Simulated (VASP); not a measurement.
# WSe in VASP: notebook

WSe is run at these levels: PBE, LDA, PBEsol; tasks: single point, relaxation of the atoms.

Program: VASP 6.6.1. These are calculated values, not measurements. Logs are shortened: lines on timing, memory, paths and dates and some standing lists are left out, and cuts for length are marked.

**1. The cell of the first run**

The cell holds a slab with vacuum, 4 atoms: a = 3.318 Å, b = 3.318 Å, c = 31.658 Å, α = 90.00°, β = 90.00°, γ = 120.00°.

**2. Single point, PBE**

INCAR

```
SYSTEM = WSe
PREC = Accurate ; ENCUT = 520
EDIFF = 1E-6 ; ISMEAR = -1
SIGMA = 0.05 ; LREAL = .FALSE.
LASPH = .TRUE. ; NELM = 80
ALGO = Normal ; ISIF = 2
LWAVE = .FALSE. ; LCHARG = .FALSE.
GGA = PE ; NBANDS = 28
```

KPOINTS

```
Automatic mesh
0
G
  9 9 1
  0 0 0
```

POSCAR

```
WSe
1.0
    3.3179375931      0.0000000000      0.0000000000
   -1.6589687965      2.8734182438      0.0000000000
    0.0000000000      0.0000000000     31.6581424200
W Se
2 2
Direct
    0.0000000000      0.0000000000      0.2369058772
    0.0000000000      0.0000000000      0.7630941228
    0.3333333300      0.6666666600      0.2894123711
    0.3333333300      0.6666666600      0.7105876289
```

Potentials or basis: VASP PAW PBE potentials, release 64 (W_sv, Se).

Command:

```console
$ cat potpaw_PBE.64/W_sv/POTCAR potpaw_PBE.64/Se/POTCAR > POTCAR
$ mpirun -np 1 vasp_std > vasp.out
```

OUTCAR:

```text
SYSTEM = WSe
   PREC = Accurate
   ENCUT = 520
   EDIFF = 1E-6
   ISMEAR = -1
   LREAL = .FALSE.
   LASPH = .TRUE.
   NELM = 80
   ISIF = 2
   GGA = PE

 ion  position               nearest neighbor table
   1  0.000  0.000  0.237-   3 2.54   3 2.54   3 2.54
   2  0.000  0.000  0.763-   4 2.54   4 2.54   4 2.54
   3  0.333  0.667  0.289-   1 2.54   1 2.54   1 2.54
   4  0.333  0.667  0.711-   2 2.54   2 2.54   2 2.54

  LATTYP: Found a hexagonal cell.
 ALAT       =     3.3179375931
 C/A-ratio  =     9.5415123195

  Lattice vectors:

 A1 = (   3.3179375931,   0.0000000000,   0.0000000000)
 A2 = (  -1.6589687965,   2.8734182438,   0.0000000000)
 A3 = (   0.0000000000,   0.0000000000,  31.6581424200)

Analysis of symmetry for initial positions (statically):
=====================================================================
 Subroutine PRICEL returns:
 Original cell was already a primitive cell.

 Routine SETGRP: Setting up the symmetry group for a
 hexagonal supercell.

 Subroutine GETGRP returns: Found 12 space group operations
 (whereof 12 operations were pure point group operations)
 out of a pool of 24 trial point group operations.

The static configuration has the point symmetry D_3h.

Analysis of symmetry for dynamics (positions and initial velocities):
=====================================================================
 Subroutine PRICEL returns:
 Original cell was already a primitive cell.

 Routine SETGRP: Setting up the symmetry group for a
 hexagonal supercell.

 Subroutine GETGRP returns: Found 12 space group operations
 (whereof 12 operations were pure point group operations)
 out of a pool of 24 trial point group operations.

The dynamic configuration has the point symmetry D_3h.

 Subroutine INISYM returns: Found 12 space group operations
 (whereof 12 operations are pure point group operations),
 and found     1 'primitive' translations

----------------------------------------------------------------------------------------

                                     Primitive cell

  volume of cell :     301.8231

  direct lattice vectors                    reciprocal lattice vectors
     3.317937593  0.000000000  0.000000000     0.301392046  0.174008779  0.000000000
    -1.658968796  2.873418244  0.000000000     0.000000000  0.348017558  0.000000000
     0.000000000  0.000000000 31.658142420     0.000000000  0.000000000  0.031587450

  length of vectors
     3.317937593  3.317937593 31.658142420     0.348017558  0.348017558  0.031587450

[... 70 lines left out ...]
   NELM   =     80;   NELMIN=  2; NELMDL= -5     # of ELM steps
   EDIFF  = 0.1E-05   stopping-criterion for ELM
   LREAL  =      F    real-space projection
   EDIFFG = 0.1E-04   stopping-criterion for IOM
   NSW    =      0    number of steps for IOM
   IBRION =     -1    ionic relax: 0-MD 1-quasi-New 2-CG
   NFREE  =      0    steps in history (QN), initial steepest desc. (CG)
   ISIF   =      2    stress and relaxation
   ISYM   =      2    0-nonsym 1-usesym 2-fastsym
   POTIM  = 0.5000    time-step for ionic-motion
   TEBEG  =    0.0;   TEEND  =   0.0 temperature during run
   PSTRESS=    0.0 pullay stress
   NELECT =      40.0000    total number of electrons
   NUPDOWN=      -1.0000    fix difference up-down
   EMIN   =  10.00;   EMAX   =-10.00  energy-range for DOS
   EFERMI =   0.00;   METHOD = LEGACY
   ISMEAR =    -1;   SIGMA  =   0.05  broadening in eV -4-tet -1-fermi 0-gaus
   EFERMI_NEDOS =   21; number of points for ismear=-14 and -15
   IALGO  =     38    algorithm
   IMIX   =      4    mixing-type and parameters
     AMIX     =   0.40;   BMIX     =  1.00
     AMIX_MAG =   1.60;   BMIX_MAG =  1.00
  volume/ion in A,a.u.               =      75.46       509.20
  Fermi-wavevector in a.u.,A,eV,Ry     =   0.834662  1.577283  9.478645  0.696661
  Thomas-Fermi vector in A             =   1.948091
   LORBIT       =      0    0 simple, 1 ext, 2 COOP (PROOUT), +10 PAW based schemes
   GGA     = PE    functional components
   LHFCALC =     F    Hartree Fock is set to
   AEXX    =    0.0000 exact exchange contribution
   IVDW    =     0    specifies the selected vdW correction
   LEPSILON=     F    determine dielectric tensor
   LRPA    =     F    only Hartree local field effects (RPA)
 non-spin polarized calculation
  energy-cutoff  :      520.00
  volume of cell :      301.82
 maximum number of plane-waves:      8169
 NGX is ok and might be reduce to    28
   NGX = 13   NGY = 13   NGZ =117

 number of electron      40.0000001 magnetization

 Free energy of the ion-electron system (eV)
  ---------------------------------------------------
  ext. energy  EPLUGINS =         0.00000000
  ---------------------------------------------------
  free energy    TOTEN  =       -29.35418032 eV

  energy without entropy =      -29.34869312  energy(sigma->0) =      -29.35143672

 E-fermi :  -1.5517     XC(G=0):  -4.0118

 val. band max:       -1.7365010788   @ k =   0.4444  -0.0000   0.0000
 cond. band min:      -1.3893658288   @ k =   0.1111   0.1111   0.0000
 fundamental gap:      0.3471352500
 Fermi energy:        -1.5517165725

 k-point     1 :       0.0000    0.0000    0.0000
  band No.  band energies     occupation
      1     -75.9371      2.00000
      2     -75.9371      2.00000
      3     -40.1717      2.00000
      4     -40.1716      2.00000
      5     -39.9400      2.00000
      6     -39.9400      2.00000
[... 361 lines left out ...]
     27       2.3323      0.00000
     28       2.3323      0.00000

------------------------ aborting loop because EDIFF is reached ----------------------------------------

  FORCE on cell =-STRESS in cart. coord.  units (eV):
  Direction    XX          YY          ZZ          XY          YZ          ZX
  --------------------------------------------------------------------------------------
  -------------------------------------------------------------------------------------
  Total      -11.1865563    -11.1865563     -1.3701119     -0.0000000     -0.0000000      0.0000000
  in kB      -59.3819571    -59.3819571     -7.2730090     -0.0000000     -0.0000000      0.0000000
  external PRESSURE =     -42.0123078 kB  Pullay stress =       0.0000000 kB

 VOLUME and BASIS-vectors are now :
 -----------------------------------------------------------------------------
  energy-cutoff  :      520.00
  volume of cell :      301.82
      direct lattice vectors                 reciprocal lattice vectors
     3.317937593  0.000000000  0.000000000     0.301392046  0.174008779  0.000000000
    -1.658968796  2.873418244  0.000000000     0.000000000  0.348017558  0.000000000
     0.000000000  0.000000000 31.658142420     0.000000000  0.000000000  0.031587450

 POSITION                                       TOTAL-FORCE (eV/Angst)
 -----------------------------------------------------------------------------------
      0.00000      0.00000      7.50000        -0.000000     -0.000000      0.405455
      0.00000      0.00000     24.15814         0.000000     -0.000000     -0.405455
      0.00000      1.91561      9.16226         0.000000     -0.000000     -0.405726
      0.00000      1.91561     22.49588        -0.000000      0.000000      0.405726
 -----------------------------------------------------------------------------------
    total drift:                                0.000000      0.000012      0.000000

  FREE ENERGIE OF THE ION-ELECTRON SYSTEM (eV)
  ---------------------------------------------------
  free  energy   TOTEN  =       -29.3541803162 eV

  energy  without entropy=      -29.3486931153  energy(sigma->0) =      -29.35143672
```

OSZICAR:

```text
N       E                     dE             d eps       ncg     rms          rms(c)
DAV:   1     0.304139686125E+03    0.30414E+03   -0.21237E+04   856   0.115E+03
DAV:   2    -0.710737282476E+01   -0.31125E+03   -0.30370E+03   836   0.275E+02
DAV:   3    -0.307982129425E+02   -0.23691E+02   -0.23300E+02   900   0.712E+01
[... 13 lines left out ...]
DAV:  17    -0.293540797979E+02   -0.28181E-04   -0.89600E-07   600   0.348E-03    0.578E-03
DAV:  18    -0.293541589759E+02   -0.79178E-04   -0.32542E-06   560   0.484E-03    0.133E-03
DAV:  19    -0.293541723915E+02   -0.13416E-04   -0.41205E-07   520   0.180E-03    0.180E-03
DAV:  20    -0.293541796117E+02   -0.72203E-05   -0.29389E-07   444   0.146E-03    0.410E-04
DAV:  21    -0.293541803162E+02   -0.70445E-06   -0.27031E-08   408   0.462E-04
   1 F= -.29354180E+02 E0= -.29351437E+02  d E =-.548720E-02
```

stdout:

```text
POSCAR found type information on POSCAR W Se
 POSCAR found :  2 types and       4 ions
 scaLAPACK will be used
 LDA part: xc-table for (Slater+PW92), standard interpolation
 POSCAR, INCAR and KPOINTS ok, starting setup
 FFT: planning ... GRIDC
 FFT: planning ... GRID_SOFT
 FFT: planning ... GRID
 WAVECAR not read
 entering main loop
```

It took 2.6 min on 1 thread of Intel Xeon Platinum 8259CL at 2.50GHz (Skylake/Cascade Lake), shared host; peak memory 0.47 GiB.

What came out:

```
Free energy            : -29.3542 eV
Largest force          : 0.406 eV/Å
Band gap on the k mesh : 0.35 eV, indirect (least direct gap 0.77 eV)
```

Forces in eV/Å, atoms in the order of the input:
```
W    0.000  0.000  0.405
W    0.000  0.000 -0.405
Se   0.000  0.000 -0.406
Se   0.000  0.000  0.406
```

Caveat: spin-orbit coupling is left out, which moves the levels of the heavy elements.

**3. Single point, PBE**

INCAR

```
  PREC = Accurate
  ENCUT = 520
  EDIFF = 1E-6
  ISMEAR = -1
  SIGMA = 0.05
  LREAL = False
  LASPH = True
  NELM = 80
  ALGO = Normal
  ISIF = 2
  LWAVE = False
  LCHARG = False
  GGA = PE
  NBANDS = 28
```

KPOINTS

```
regular mesh
0
Gamma
  9 9 1
```

POSCAR is that of step 2.

Potentials or basis: VASP PAW PBE potentials, release 64 (W_sv, Se).

Command:

```console
$ cat potpaw_PBE.64/W_sv/POTCAR potpaw_PBE.64/Se/POTCAR > POTCAR
$ mpirun -np 1 vasp_std > vasp.out
```

It took 2.5 min on 1 thread of Intel Xeon Platinum 8259CL at 2.50GHz (Skylake/Cascade Lake), shared host; peak memory 0.48 GiB.

It converged, with:

```
Free energy            : -29.3542 eV
Largest force          : 0.406 eV/Å
Band gap on the k mesh : 0.35 eV, indirect (least direct gap 0.77 eV)
```

Forces in eV/Å, atoms in the order of the input:
```
W    0.000  0.000  0.405
W    0.000  0.000 -0.405
Se   0.000  0.000 -0.406
Se   0.000  0.000  0.406
```

Levels at points of the mesh, in eV from the valence-band top:
| k point | band 16 | band 17 | band 18 | band 19 | band 20 | band 21 | band 22 | band 23 | band 24 | band 25 |
| --- | --- | --- | --- | --- | --- | --- | --- | --- | --- | --- |
| (0.00, 0.00, 0.00) | -1.84 | -0.52 | -0.52 | -0.38 | -0.38 | 0.51 | 0.51 | 0.51 | 0.51 | 3.22 |

Caveat: spin-orbit coupling is left out, which moves the levels of the heavy elements.

**4. Single point, LDA**

INCAR

```
SYSTEM = WSe
PREC = Accurate ; ENCUT = 520
EDIFF = 1E-6 ; ISMEAR = -1
SIGMA = 0.05 ; LREAL = .False.
LASPH = .True. ; NELM = 60
ALGO = Normal ; ISIF = 2
LWAVE = .False. ; LCHARG = .True.
LELF = .True. ; LVHAR = .True.
NBANDS = 28
```

KPOINTS

```
Automatic mesh
0
Gamma
  9 9 1
  0 0 0
```

POSCAR is that of step 3.

Potentials or basis: VASP PAW LDA potentials, release 64 (W_sv, Se).

Command:

```console
$ cat potpaw_LDA.64/W_sv/POTCAR potpaw_LDA.64/Se/POTCAR > POTCAR
$ mpirun -np 1 vasp_std > vasp.out
```

Wall time 2.6 min (1 thread of Intel Xeon Platinum 8259CL at 2.50GHz (Skylake/Cascade Lake), shared host); peak memory 0.38 GiB.

Results (log left out):

* Free energy: -32.1843 eV
* Largest force: 1.074 eV/Å
* Band gap on the k mesh: 0.27 eV, indirect (least direct gap 0.74 eV)

Forces in eV/Å, atoms in the order of the input:
```
W    0.000  0.000  1.074
W    0.000  0.000 -1.074
Se   0.000  0.000 -1.074
Se   0.000  0.000  1.074
```

Levels at points of the mesh, in eV from the valence-band top:
```csv
k point,band 16,band 17,band 18,band 19,band 20,band 21,band 22,band 23,band 24,band 25
"(0.00, 0.00, 0.00)",-1.89,-0.55,-0.55,-0.47,-0.47,0.44,0.44,0.44,0.44,3.17
```

Caveat: spin-orbit coupling is left out, which moves the levels of the heavy elements.

**5. Single point, PBEsol**

INCAR

```
SYSTEM = WSe
ALGO     = Normal         ! electronic algorithm
EDIFF    = 1E-6           ! SCF threshold, eV
ENCUT    = 520            ! plane-wave cutoff, eV
GGA      = PS             ! functional
ISIF     = 2              ! what is computed and relaxed
ISMEAR   = -1             ! smearing method
LASPH    = .TRUE.         ! aspherical terms in the spheres
LCHARG   = .FALSE.        ! write CHGCAR
LREAL    = .FALSE.        ! projectors in reciprocal space
LWAVE    = .FALSE.        ! write WAVECAR
NBANDS   = 28             ! bands
NELM     = 60             ! most SCF steps
PREC     = Accurate       ! precision mode
SIGMA    = 0.05           ! smearing width, eV
```

KPOINTS

```
k-points
0
G
  9 9 1
  0 0 0
```

POSCAR is that of step 4.

Potentials or basis: VASP PAW PBE potentials, release 64 (W_sv, Se).

Command:

```console
$ cat potpaw_PBE.64/W_sv/POTCAR potpaw_PBE.64/Se/POTCAR > POTCAR
$ mpirun -np 1 vasp_std > vasp.out
```

Wall time 2.9 min (1 thread of Intel Xeon Platinum 8259CL at 2.50GHz (Skylake/Cascade Lake), shared host); peak memory 0.49 GiB.

The run converged. Its results:

- Free energy: -31.2571 eV
- Largest force: 0.810 eV/Å
- Band gap on the k mesh: 0.33 eV, indirect (least direct gap 0.77 eV)

Forces in eV/Å, atoms in the order of the input:
```
W    0.000  0.000  0.809
W    0.000  0.000 -0.809
Se   0.000  0.000 -0.810
Se   0.000  0.000  0.810
```

Levels at points of the mesh, in eV from the valence-band top:
| k point | band 18 | band 19 | band 20 | band 21 | band 22 | band 23 |
| --- | --- | --- | --- | --- | --- | --- |
| (0.00, 0.00, 0.00) | -0.52 | -0.40 | -0.40 | 0.49 | 0.49 | 0.49 |

Caveat: the PAW data sets were made with another functional, which shifts forces and pressure a little; spin-orbit coupling is left out, which moves the levels of the heavy elements.

**6. Relaxation of the atoms, PBE**

INCAR

```
PREC = Accurate
ENCUT = 450
EDIFF = 1E-7
ISMEAR = -1
SIGMA = 0.05
LREAL = F
LASPH = T
NELM = 120
ALGO = Normal
ISIF = 2
LWAVE = F
LCHARG = F
GGA = PE
IBRION = 2
NSW = 80
EDIFFG = -0.01
GGA_COMPAT = F
NELMIN = 4
NELMDL = -8
```

KPOINTS

```
regular mesh
0
Gamma
  9 9 1
```

POSCAR is that of step 5.

Potentials or basis: VASP PAW PBE potentials, release 64 (W_sv, Se).

Command:

```console
$ cat potpaw_PBE.64/W_sv/POTCAR potpaw_PBE.64/Se/POTCAR > POTCAR
$ mpirun -np 1 vasp_std > vasp.out
```

It took 3.7 min on 1 thread of Intel Xeon 6975P-C, shared host; peak memory 0.4 GiB.

It converged, with:

```
Free energy               : -29.3646 eV
Energy gained by relaxing : 2.6 meV/atom
Ionic steps               : 3
Band gap on the k mesh    : 0.36 eV, indirect (least direct gap 0.76 eV)
```

Step by step:
```
step  energy change (eV)  largest force (eV/Å)  pressure (GPa)
   1              0.0000                0.4058           -4.20
   2             -0.0077                0.2200           -3.53
   3             -0.0106                0.0012           -3.77
```

Final structure:
```
CELL_PARAMETERS angstrom
3.31794 0.00000 0.00000
-1.65897 2.87342 0.00000
0.00000 0.00000 31.65814
ATOMIC_POSITIONS crystal
W 0.00000 0.00000 0.23731
W 0.00000 0.00000 0.76269
Se 0.33333 0.66667 0.28901
Se 0.33333 0.66667 0.71099
```

Levels at points of the mesh, in eV from the valence-band top:
| k point | band 17 | band 18 | band 19 | band 20 | band 21 | band 22 | band 23 | band 24 |
| --- | --- | --- | --- | --- | --- | --- | --- | --- |
| (0.00, 0.00, 0.00) | -0.42 | -0.42 | -0.35 | -0.35 | 0.51 | 0.51 | 0.51 | 0.51 |

Caveat: spin-orbit coupling is left out, which moves the levels of the heavy elements.

**7. Overview**

| task | level | potentials or basis | cell | cutoff (eV) | gap on the mesh (eV) | largest force (eV/Å) |
| --- | --- | --- | --- | --- | --- | --- |
| single point | PBE | VASP PAW PBE potentials, release 64 (W_sv, Se) | as given | 520 | 0.35 | 0.41 |
| single point | LDA | VASP PAW LDA potentials, release 64 (W_sv, Se) | as given | 520 | 0.27 | 1.07 |
| single point | PBEsol | VASP PAW PBE potentials, release 64 (W_sv, Se) | as given | 520 | 0.33 | 0.81 |
| relaxation of the atoms | PBE | VASP PAW PBE potentials, release 64 (W_sv, Se) | atoms relaxed | 450 | 0.36 | - |

Alike in all rows: no spin polarisation; k mesh 9 × 9 × 1; smearing fermi-dirac 0.05 eV.

Caveats: spin-orbit coupling is left out, which moves the levels of the heavy elements; the PAW data sets were made with another functional, which shifts forces and pressure a little (some runs).

Total energies depend on the potentials used, so only differences within one code and one set of settings carry meaning.
